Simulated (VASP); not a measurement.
# CdSe (sol) (I-4m2) in VASP: notebook

Runs on CdSe (sol). Level: PBEsol. Tasks: single point.

Program: VASP 6.6.1. These are calculated values, not measurements. Logs are shortened: lines on timing, memory, paths and dates and some standing lists are left out, and cuts for length are marked.

## 1. The cell of the first run

The structure is tetragonal, space group I-4m2 (No. 119). Conventional cell: a = 4.344 Å, b = 4.344 Å, c = 6.024 Å, α = 90.00°, β = 90.00°, γ = 90.00°. Within 3.5 Å of Cd (site symmetry -4m2) lie 4 Se at 2.64 Å. Within 3.5 Å of Se (site symmetry -4m2) lie 4 Cd at 2.64 Å.

## 2. Single point, PBEsol (strained cell)

INCAR

```
SYSTEM = CdSe
ALGO = Normal
EDIFF = 1E-6
ENCUT = 500
GGA = PS
GGA_COMPAT = .FALSE.
ISIF = 2
ISMEAR = 0
LASPH = .TRUE.
LCHARG = .FALSE.
LREAL = .FALSE.
LWAVE = .FALSE.
NBANDS = 16
NELM = 120
PREC = Accurate
SIGMA = 0.02
```

KPOINTS

```
k-points
0
G
  8 8 8
  0 0 0
```

POSCAR

```
CdSe
1.0
    0.0000000000      3.0714838878      3.0122114113
    3.0714838878      0.0000000000      3.0122114113
    3.0714838878      3.0714838878      0.0000000000
Cd Se
1 1
Direct
    0.0000000000      0.0000000000      0.0000000000
    0.2500000000      0.2500000000      0.2500000000
```

Potentials or basis: VASP PAW PBE potentials, release 64 (Cd, Se).

On the command line:

```console
$ cat potpaw_PBE.64/Cd/POTCAR potpaw_PBE.64/Se/POTCAR > POTCAR
$ mpirun -np 1 vasp_std > vasp.out
```

OUTCAR:

```text
SYSTEM = CdSe
   EDIFF = 1E-6
   ENCUT = 500
   GGA = PS
   ISIF = 2
   ISMEAR = 0
   LASPH = .TRUE.
   LREAL = .FALSE.
   NELM = 120
   PREC = Accurate

 ion  position               nearest neighbor table
   1  0.000  0.000  0.000-   2 2.64   2 2.64   2 2.64   2 2.64
   2  0.250  0.250  0.250-   1 2.64   1 2.64   1 2.64   1 2.64

  LATTYP: Found a body centered tetragonal cell.
 ALAT       =     4.3437341707
 C/A-ratio  =     1.3869225385

  Lattice vectors:

 A1 = (   0.0000000000,  -3.0714838878,  -3.0122114113)
 A2 = (   0.0000000000,   3.0714838878,  -3.0122114113)
 A3 = (   3.0714838878,   0.0000000000,   3.0122114113)

Analysis of symmetry for initial positions (statically):
=====================================================================
 Subroutine PRICEL returns:
 Original cell was already a primitive cell.

 Routine SETGRP: Setting up the symmetry group for a
 body centered tetragonal supercell.

 Subroutine GETGRP returns: Found  8 space group operations
 (whereof  8 operations were pure point group operations)
 out of a pool of 16 trial point group operations.

The static configuration has the point symmetry D_2d.

Analysis of symmetry for dynamics (positions and initial velocities):
=====================================================================
 Subroutine PRICEL returns:
 Original cell was already a primitive cell.

 Routine SETGRP: Setting up the symmetry group for a
 body centered tetragonal supercell.

 Subroutine GETGRP returns: Found  8 space group operations
 (whereof  8 operations were pure point group operations)
 out of a pool of 16 trial point group operations.

The dynamic configuration has the point symmetry D_2d.

 Subroutine INISYM returns: Found  8 space group operations
 (whereof  8 operations are pure point group operations),
 and found     1 'primitive' translations

----------------------------------------------------------------------------------------

                                     Primitive cell

  volume of cell :      56.8345

  direct lattice vectors                    reciprocal lattice vectors
     0.000000000  3.071483888  3.012211411    -0.162787766  0.162787766  0.165991005
     3.071483888  0.000000000  3.012211411     0.162787766 -0.162787766  0.165991005
     3.071483888  3.071483888  0.000000000     0.162787766  0.162787766 -0.165991005

  length of vectors
     4.302026367  4.302026367  4.343734171     0.283818124  0.283818124  0.283818124

  position of ions in fractional coordinates (direct lattice)
     0.000000000  0.000000000  0.000000000
     0.250000000  0.250000000  0.250000000

  ion indices of the primitive-cell ions
   primitive index   ion index
                 1           1
                 2           2

----------------------------------------------------------------------------------------

 KPOINTS: k-points

Automatic generation of k-mesh.
 Grid dimensions read from file:
 generate k-points for:    8    8    8

 Generating k-lattice:

  Cartesian coordinates                     Fractional coordinates (reciprocal lattice)
    -0.020348471  0.020348471  0.020748876     0.125000000  0.000000000  0.000000000
     0.020348471 -0.020348471  0.020748876     0.000000000  0.125000000  0.000000000
     0.020348471  0.020348471 -0.020748876    -0.000000000 -0.000000000  0.125000000

  Length of vectors
     0.035477265  0.035477265  0.035477265

  Shift w.r.t. Gamma in fractional coordinates (k-lattice)
     0.000000000  0.000000000  0.000000000

 Subroutine IBZKPT returns following result:
 ===========================================

 Found     59 irreducible k-points:

 Following reciprocal coordinates:
            Coordinates               Weight
  0.000000  0.000000  0.000000      1.000000
  0.125000  0.000000  0.000000      8.000000
  0.250000  0.000000  0.000000      8.000000
  0.375000  0.000000  0.000000      8.000000
  0.500000  0.000000  0.000000      4.000000
  0.125000  0.125000  0.000000      2.000000
[... 16 lines left out ...]
  0.250000  0.000000  0.125000     16.000000
  0.375000  0.000000  0.125000     16.000000
 [... further k-points ...]
   k-points           NKPTS =     59   k-points in BZ     NKDIM =     59   number of bands    NBANDS=     16
   number of dos      NEDOS =    301   number of ions     NIONS =      2
   total plane-waves  NPLWV =  32768
   dimension x,y,z NGX =    32 NGY =   32 NGZ =   32
   dimension x,y,z NGXF=    64 NGYF=   64 NGZF=   64
   ions per type =               1   1
   NGX,Y,Z   is equivalent  to a cutoff of  12.37, 12.37, 12.25 a.u.
   NGXF,Y,Z  is equivalent  to a cutoff of  24.73, 24.73, 24.49 a.u.
 SYSTEM =  CdSe
   PREC   = accura    normal or accurate (medium, high low for compatibility)
   ISTART =      0    job   : 0-new  1-cont  2-samecut
   ICHARG =      2    charge: 1-file 2-atom 10-const
   ISPIN  =      1    spin polarized calculation?
   LNONCOLLINEAR =      F non collinear calculations
   LSORBIT =      F    spin-orbit coupling
   LASPH  =      T    aspherical Exc in radial PAW
   ENCUT  =  500.0 eV  36.75 Ry    6.06 a.u.   7.84  7.84  7.92*2*pi/ulx,y,z
   NELM   =    120;   NELMIN=  2; NELMDL= -5     # of ELM steps
   EDIFF  = 0.1E-05   stopping-criterion for ELM
   LREAL  =      F    real-space projection
   EDIFFG = 0.1E-04   stopping-criterion for IOM
   NSW    =      0    number of steps for IOM
   IBRION =     -1    ionic relax: 0-MD 1-quasi-New 2-CG
   NFREE  =      0    steps in history (QN), initial steepest desc. (CG)
   ISIF   =      2    stress and relaxation
   ISYM   =      2    0-nonsym 1-usesym 2-fastsym
   POTIM  = 0.5000    time-step for ionic-motion
   TEBEG  =    0.0;   TEEND  =   0.0 temperature during run
   PSTRESS=    0.0 pullay stress
   NELECT =      18.0000    total number of electrons
   NUPDOWN=      -1.0000    fix difference up-down
   EMIN   =  10.00;   EMAX   =-10.00  energy-range for DOS
   EFERMI =   0.00;   METHOD = LEGACY
   ISMEAR =     0;   SIGMA  =   0.02  broadening in eV -4-tet -1-fermi 0-gaus
   EFERMI_NEDOS =   21; number of points for ismear=-14 and -15
   IALGO  =     38    algorithm
   IMIX   =      4    mixing-type and parameters
     AMIX     =   0.40;   BMIX     =  1.00
     AMIX_MAG =   1.60;   BMIX_MAG =  1.00
  volume/ion in A,a.u.               =      28.42       191.77
  Fermi-wavevector in a.u.,A,eV,Ry     =   1.115908  2.108760 16.942661  1.245250
  Thomas-Fermi vector in A             =   2.252517
   LORBIT       =      0    0 simple, 1 ext, 2 COOP (PROOUT), +10 PAW based schemes
   GGA     = PS    functional components
   LHFCALC =     F    Hartree Fock is set to
   AEXX    =    0.0000 exact exchange contribution
   IVDW    =     0    specifies the selected vdW correction
   LEPSILON=     F    determine dielectric tensor
   LRPA    =     F    only Hartree local field effects (RPA)
 non-spin polarized calculation
 Gauss-broadening in eV      SIGMA  =   0.02
  energy-cutoff  :      500.00
  volume of cell :       56.83
 maximum number of plane-waves:      1456
   NGX = 15   NGY = 15   NGZ = 15

 number of electron      18.0000004 magnetization

 Free energy of the ion-electron system (eV)
  ---------------------------------------------------
  ext. energy  EPLUGINS =         0.00000000
  ---------------------------------------------------
  free energy    TOTEN  =        -6.17644842 eV

  energy without entropy =       -6.17644842  energy(sigma->0) =       -6.17644842

 E-fermi :   0.8809     XC(G=0):  -9.0529

 val. band max:        0.7698572480   @ k =   0.0000   0.0000   0.0000
 cond. band min:       1.1921596022   @ k =   0.0000   0.0000   0.0000
 fundamental gap:      0.4223023542
 Fermi energy:         0.8808893755

 k-point     1 :       0.0000    0.0000    0.0000
  band No.  band energies     occupation
      1     -11.8348      2.00000
      2      -7.1491      2.00000
      3      -7.1491      2.00000
      4      -7.1409      2.00000
      5      -6.7793      2.00000
      6      -6.7737      2.00000
[... 8 lines left out ...]
     15      11.6254      0.00000
     16      11.9038      0.00000

 k-point     2 :       0.1250    0.0000    0.0000
  band No.  band energies     occupation
      1     -11.7814      2.00000
      2      -7.1322      2.00000
      3      -7.1271      2.00000
      4      -7.0994      2.00000
      5      -6.7796      2.00000
      6      -6.7751      2.00000
[... 8 lines left out ...]
     15      10.9604      0.00000
     16      11.1178      0.00000

 k-point     3 :       0.2500    0.0000    0.0000
  band No.  band energies     occupation
      1     -11.6509      2.00000
      2      -7.0957      2.00000
      3      -7.0892      2.00000
      4      -6.9410      2.00000
      5      -6.7750      2.00000
      6      -6.7738      2.00000
[... 8 lines left out ...]
     15      10.6818      0.00000
     16      10.8311      0.00000

 k-point     4 :       0.3750    0.0000    0.0000
  band No.  band energies     occupation
      1     -11.5185      2.00000
      2      -7.0673      2.00000
      3      -7.0589      2.00000
      4      -6.7644      2.00000
      5      -6.7602      2.00000
      6      -6.6689      2.00000
[... 8 lines left out ...]
     15      11.5841      0.00000
     16      11.6204      0.00000
[... 324 lines left out ...]
 k-point    22 :       0.1250    0.0000    0.1250
  band No.  band energies     occupation
      1     -11.7644      2.00000
      2      -7.1160      2.00000
      3      -7.1085      2.00000
      4      -7.1074      2.00000
      5      -6.7895      2.00000
      6      -6.7668      2.00000
[... 8 lines left out ...]
     15      11.4808      0.00000
     16      11.9580      0.00000

 k-point    23 :       0.2500    0.0000    0.1250
  band No.  band energies     occupation
      1     -11.6602      2.00000
      2      -7.0898      2.00000
      3      -7.0714      2.00000
      4      -6.9917      2.00000
      5      -6.7919      2.00000
      6      -6.7595      2.00000
[... 8 lines left out ...]
     15      11.6655      0.00000
     16      12.0790      0.00000

 k-point    24 :       0.3750    0.0000    0.1250
  band No.  band energies     occupation
      1     -11.5286      2.00000
      2      -7.0615      2.00000
      3      -7.0373      2.00000
      4      -6.8233      2.00000
      5      -6.7526      2.00000
      6      -6.7068      2.00000
[... 8 lines left out ...]
     15      11.6273      0.00000
     16      12.2152      0.00000

 [... further k-points ...]
[... 5 lines left out ...]
  --------------------------------------------------------------------------------------
  -------------------------------------------------------------------------------------
  Total       -0.1212652     -0.1212652     -0.0025541      0.0000000      0.0000000     -0.0000000
  in kB       -3.4184949     -3.4184949     -0.0720010      0.0000000      0.0000000     -0.0000000
  external PRESSURE =      -2.3029969 kB  Pullay stress =       0.0000000 kB

 VOLUME and BASIS-vectors are now :
 -----------------------------------------------------------------------------
  energy-cutoff  :      500.00
  volume of cell :       56.83
      direct lattice vectors                 reciprocal lattice vectors
     0.000000000  3.071483888  3.012211411    -0.162787766  0.162787766  0.165991005
     3.071483888  0.000000000  3.012211411     0.162787766 -0.162787766  0.165991005
     3.071483888  3.071483888  0.000000000     0.162787766  0.162787766 -0.165991005

 POSITION                                       TOTAL-FORCE (eV/Angst)
 -----------------------------------------------------------------------------------
      0.00000      0.00000      0.00000         0.000000      0.000000      0.000000
      1.53574      1.53574      1.50611        -0.000000     -0.000000     -0.000000
 -----------------------------------------------------------------------------------
    total drift:                                0.000000      0.000000      0.000000

  FREE ENERGIE OF THE ION-ELECTRON SYSTEM (eV)
  ---------------------------------------------------
  free  energy   TOTEN  =        -6.1764484196 eV

  energy  without entropy=       -6.1764484196  energy(sigma->0) =       -6.17644842
```

Run time: 38 s. Hardware: 1 thread of Intel Xeon 8259CL, shared host; peak memory 0.2 GiB.

What came out:

* Free energy: -6.1764 eV
* Pressure: -0.2 GPa
* Band gap on the k mesh: 0.42 eV, direct

Stress tensor (GPa, compression positive):
```
-0.34  0.00  0.00
 0.00 -0.34  0.00
 0.00  0.00 -0.01
```

Levels at points of the mesh, in eV from the valence-band top:
| k point | band 5 | band 6 | band 7 | band 8 | band 9 | band 10 | band 11 | band 12 | band 13 | band 14 |
| --- | --- | --- | --- | --- | --- | --- | --- | --- | --- | --- |
| (0.00, 0.00, 0.00) | -7.55 | -7.54 | -0.06 | -0.06 | 0.00 | 0.42 | 5.82 | 5.82 | 5.82 | 9.52 |
| (0.50, 0.00, 0.00) | -7.52 | -7.26 | -4.43 | -0.83 | -0.74 | 2.23 | 6.25 | 6.39 | 7.21 | 9.80 |
| (0.50, 0.50, 0.00) | -7.49 | -7.18 | -4.05 | -1.94 | -1.94 | 2.94 | 3.52 | 9.01 | 10.01 | 10.01 |
| (0.50, 0.00, 0.50) | -7.49 | -7.21 | -4.16 | -1.87 | -1.84 | 3.00 | 3.68 | 8.83 | 9.92 | 10.14 |

Caveat: the cell differs from its parent crystal (strained cell); the PAW data sets were made with another functional, which shifts forces and pressure a little.

(Part 1 of 2 ends here.)
